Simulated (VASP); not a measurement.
# Zn (Pmmm) in VASP: single point with r2SCAN

Aim: the single point of Zn with r2SCAN.

All numbers are computed with VASP 6.6.1; they aren't measurements. Logs are shortened: lines on timing, memory, paths and dates and some standing lists are left out, and cuts for length are marked.

## (1) The cell of the first run

It takes space group Pmmm (No. 47, orthorhombic). The conventional cell has a = 10.000 Å, b = 10.500 Å, c = 11.000 Å, α = 90.00°, β = 90.00°, γ = 90.00°.

## (2) Single point, r2SCAN

File POSCAR:

```
Zn
1.0
   10.0000000000      0.0000000000      0.0000000000
    0.0000000000     10.5000000000      0.0000000000
    0.0000000000      0.0000000000     11.0000000000
Zn
1
Direct
    0.5000000000      0.5000000000      0.5000000000
```

File INCAR.step1:

```
SYSTEM = Zn
PREC = Accurate ; ENCUT = 610
ISMEAR = -1 ; SIGMA = 0.01
LREAL = .False. ; LASPH = .True.
NELM = 300 ; NBANDS = 12
GGA = PE ; ALGO = All
EDIFF = 1E-5 ; LWAVE = .True.
LCHARG = .False. ; GGA_COMPAT = .False.
ISEARCH = 1
```

File INCAR.step2:

```
SYSTEM = Zn
PREC = Accurate ; ENCUT = 610
EDIFF = 1E-6 ; ISMEAR = -1
SIGMA = 0.01 ; LREAL = .False.
LASPH = .True. ; NELM = 300
ALGO = All ; ISIF = 2
LWAVE = .False. ; LCHARG = .False.
METAGGA = R2SCAN ; LMIXTAU = .True.
NBANDS = 12 ; ISTART = 1
GGA_COMPAT = .False. ; ISEARCH = 1
```

File KPOINTS:

```
Automatic mesh
0
Gamma
  1 1 1
  0 0 0
```

Potentials or basis: VASP PAW PBE potentials, release 64 (Zn).

Run with:

```bash
$ cat potpaw_PBE.64/Zn/POTCAR > POTCAR
$ cp INCAR.step1 INCAR
$ mpirun -np 4 vasp_gam > vasp.out
$ cp INCAR.step2 INCAR
$ mpirun -np 4 vasp_gam > vasp.out
```

OUTCAR:

```text
SYSTEM = Zn
   PREC = Accurate
   ENCUT = 610
   EDIFF = 1E-6
   ISMEAR = -1
   LREAL = .False.
   LASPH = .True.
   NELM = 300
   ISIF = 2
   METAGGA = R2SCAN
   ISTART = 1

 ion  position               nearest neighbor table
   1  0.500  0.500  0.500-

  LATTYP: Found a simple orthorhombic cell.
 ALAT       =    10.0000000000
 B/A-ratio  =     1.0500000000
 C/A-ratio  =     1.1000000000

  Lattice vectors:

 A1 = (  10.0000000000,   0.0000000000,   0.0000000000)
 A2 = (   0.0000000000,  10.5000000000,   0.0000000000)
 A3 = (   0.0000000000,   0.0000000000,  11.0000000000)

Analysis of symmetry for initial positions (statically):
=====================================================================
 Subroutine PRICEL returns:
 Original cell was already a primitive cell.

 Routine SETGRP: Setting up the symmetry group for a
 simple orthorhombic supercell.

 Subroutine GETGRP returns: Found  8 space group operations
 (whereof  8 operations were pure point group operations)
 out of a pool of  8 trial point group operations.

The static configuration has the point symmetry D_2h.

Analysis of symmetry for dynamics (positions and initial velocities):
=====================================================================
 Subroutine PRICEL returns:
 Original cell was already a primitive cell.

 Routine SETGRP: Setting up the symmetry group for a
 simple orthorhombic supercell.

 Subroutine GETGRP returns: Found  8 space group operations
 (whereof  8 operations were pure point group operations)
 out of a pool of  8 trial point group operations.

The dynamic configuration has the point symmetry D_2h.

 Subroutine INISYM returns: Found  8 space group operations
 (whereof  8 operations are pure point group operations),
 and found     1 'primitive' translations

----------------------------------------------------------------------------------------

                                     Primitive cell

  volume of cell :    1155.0000

  direct lattice vectors                    reciprocal lattice vectors
    10.000000000  0.000000000  0.000000000     0.100000000  0.000000000  0.000000000
     0.000000000 10.500000000  0.000000000     0.000000000  0.095238095  0.000000000
     0.000000000  0.000000000 11.000000000     0.000000000  0.000000000  0.090909091

  length of vectors
    10.000000000 10.500000000 11.000000000     0.100000000  0.095238095  0.090909091

  position of ions in fractional coordinates (direct lattice)
     0.500000000  0.500000000  0.500000000

  ion indices of the primitive-cell ions
   primitive index   ion index
                 1           1

----------------------------------------------------------------------------------------

 KPOINTS: Automatic mesh

Automatic generation of k-mesh.
 Grid dimensions read from file:
 generate k-points for:    1    1    1

 Generating k-lattice:

  Cartesian coordinates                     Fractional coordinates (reciprocal lattice)
     0.100000000  0.000000000  0.000000000     1.000000000  0.000000000  0.000000000
     0.000000000  0.095238095  0.000000000     0.000000000  1.000000000  0.000000000
     0.000000000  0.000000000  0.090909091     0.000000000  0.000000000  1.000000000

  Length of vectors
     0.100000000  0.095238095  0.090909091

  Shift w.r.t. Gamma in fractional coordinates (k-lattice)
     0.000000000  0.000000000  0.000000000

 Subroutine IBZKPT returns following result:
 ===========================================

 Found      1 irreducible k-points:

 Following reciprocal coordinates:
            Coordinates               Weight
  0.000000  0.000000  0.000000      1.000000
   k-points           NKPTS =      1   k-points in BZ     NKDIM =      1   number of bands    NBANDS=     12
   number of dos      NEDOS =    301   number of ions     NIONS =      1
   total plane-waves  NPLWV = 680400
   dimension x,y,z NGX =    84 NGY =   90 NGZ =   90
   dimension x,y,z NGXF=   168 NGYF=  180 NGZF=  180
   ions per type =               1
   NGX,Y,Z   is equivalent  to a cutoff of  13.96, 14.25, 13.60 a.u.
   NGXF,Y,Z  is equivalent  to a cutoff of  27.93, 28.50, 27.20 a.u.
 SYSTEM =  Zn
   PREC   = accura    normal or accurate (medium, high low for compatibility)
   ISTART =      1    job   : 0-new  1-cont  2-samecut
   ICHARG =      0    charge: 1-file 2-atom 10-const
   ISPIN  =      1    spin polarized calculation?
   LNONCOLLINEAR =      F non collinear calculations
   LSORBIT =      F    spin-orbit coupling
   LASPH  =      T    aspherical Exc in radial PAW
   ENCUT  =  610.0 eV  44.83 Ry    6.70 a.u.  20.14 21.15 22.15*2*pi/ulx,y,z
   NELM   =    300;   NELMIN=  2; NELMDL=  0     # of ELM steps
   EDIFF  = 0.1E-05   stopping-criterion for ELM
   LREAL  =      F    real-space projection
   EDIFFG = 0.1E-04   stopping-criterion for IOM
   NSW    =      0    number of steps for IOM
   IBRION =     -1    ionic relax: 0-MD 1-quasi-New 2-CG
   NFREE  =      0    steps in history (QN), initial steepest desc. (CG)
   ISIF   =      2    stress and relaxation
   ISYM   =      2    0-nonsym 1-usesym 2-fastsym
   POTIM  = 0.5000    time-step for ionic-motion
   TEBEG  =    0.0;   TEEND  =   0.0 temperature during run
   PSTRESS=    0.0 pullay stress
   NELECT =      12.0000    total number of electrons
   NUPDOWN=      -1.0000    fix difference up-down
   EMIN   =  10.00;   EMAX   =-10.00  energy-range for DOS
   EFERMI =   0.00;   METHOD = LEGACY
   ISMEAR =    -1;   SIGMA  =   0.01  broadening in eV -4-tet -1-fermi 0-gaus
   EFERMI_NEDOS =   21; number of points for ismear=-14 and -15
   IALGO  =     58    algorithm
   IMIX   =      4    mixing-type and parameters
     AMIX     =   0.40;   BMIX     =  1.00
     AMIX_MAG =   1.60;   BMIX_MAG =  1.00
  volume/ion in A,a.u.               =    1155.00      7794.32
  Fermi-wavevector in a.u.,A,eV,Ry     =   0.357225  0.675056  1.736231  0.127609
  Thomas-Fermi vector in A             =   1.274455
   LORBIT       =      0    0 simple, 1 ext, 2 COOP (PROOUT), +10 PAW based schemes
   METAGGA = R2SCAN    functional components
   LHFCALC =     F    Hartree Fock is set to
   AEXX    =    0.0000 exact exchange contribution
   IVDW    =     0    specifies the selected vdW correction
   LEPSILON=     F    determine dielectric tensor
   LRPA    =     F    only Hartree local field effects (RPA)
 non-spin polarized calculation
  energy-cutoff  :      610.00
  volume of cell :     1155.00
 maximum number of plane-waves:     19768
 NGX is ok and might be reduce to    84
   NGX = 41   NGY = 43   NGZ = 45

 number of electron      12.0000001 magnetization

 Free energy of the ion-electron system (eV)
  ---------------------------------------------------
  ext. energy  EPLUGINS =         0.00000000
  ---------------------------------------------------
  free energy    TOTEN  =        -7.43865056 eV

  energy without entropy =       -7.43865056  energy(sigma->0) =       -7.43865056

 E-fermi :  -5.8600     XC(G=0):  -0.5055

 val. band max:       -6.1236737327   @ k =   0.0000   0.0000   0.0000
 cond. band min:      -0.7344500187   @ k =   0.0000   0.0000   0.0000
 fundamental gap:      5.3892237141
 Fermi energy:        -5.8600132814

 k-point     1 :       0.0000    0.0000    0.0000
  band No.  band energies     occupation
      1     -10.3804      2.00000
      2     -10.3801      2.00000
      3     -10.3800      2.00000
      4     -10.3798      2.00000
      5     -10.3794      2.00000
      6      -6.1237      2.00000
      7      -0.7345      0.00000
      8      -0.7247      0.00000
      9      -0.7116      0.00000
     10       0.0858      0.00000
     11       1.2061      0.00000
     12       1.3214      0.00000

------------------------ aborting loop because EDIFF is reached ----------------------------------------

  FORCE on cell =-STRESS in cart. coord.  units (eV):
  Direction    XX          YY          ZZ          XY          YZ          ZX
  --------------------------------------------------------------------------------------
  -------------------------------------------------------------------------------------
  Total       -0.0198923     -0.0188637     -0.0349598      0.0000000      0.0000000      0.0000000
  in kB       -0.0275939     -0.0261670     -0.0484951      0.0000000      0.0000000      0.0000000
  external PRESSURE =      -0.0340854 kB  Pullay stress =       0.0000000 kB

 VOLUME and BASIS-vectors are now :
 -----------------------------------------------------------------------------
  energy-cutoff  :      610.00
  volume of cell :     1155.00
      direct lattice vectors                 reciprocal lattice vectors
    10.000000000  0.000000000  0.000000000     0.100000000  0.000000000  0.000000000
     0.000000000 10.500000000  0.000000000     0.000000000  0.095238095  0.000000000
     0.000000000  0.000000000 11.000000000     0.000000000  0.000000000  0.090909091

 POSITION                                       TOTAL-FORCE (eV/Angst)
 -----------------------------------------------------------------------------------
      5.00000      5.25000      5.50000         0.000000      0.000000      0.000000
 -----------------------------------------------------------------------------------
    total drift:                                0.000000     -0.000000     -0.000000

  FREE ENERGIE OF THE ION-ELECTRON SYSTEM (eV)
  ---------------------------------------------------
  free  energy   TOTEN  =        -7.4386505619 eV

  energy  without entropy=       -7.4386505619  energy(sigma->0) =       -7.43865056
```

Run time: 61 s. Hardware: 4 MPI ranks of Intel Xeon 6975P-C (Granite Rapids), shared host; peak memory 0.57 GiB.

What came out:

| Quantity | Value |
| --- | --- |
| Free energy | -7.4387 eV |
| Pressure | 0.0 GPa |

Caveat: the nearest neighbours stand farther apart than a usual bond; the PAW data sets were made with another functional, which shifts forces and pressure a little.
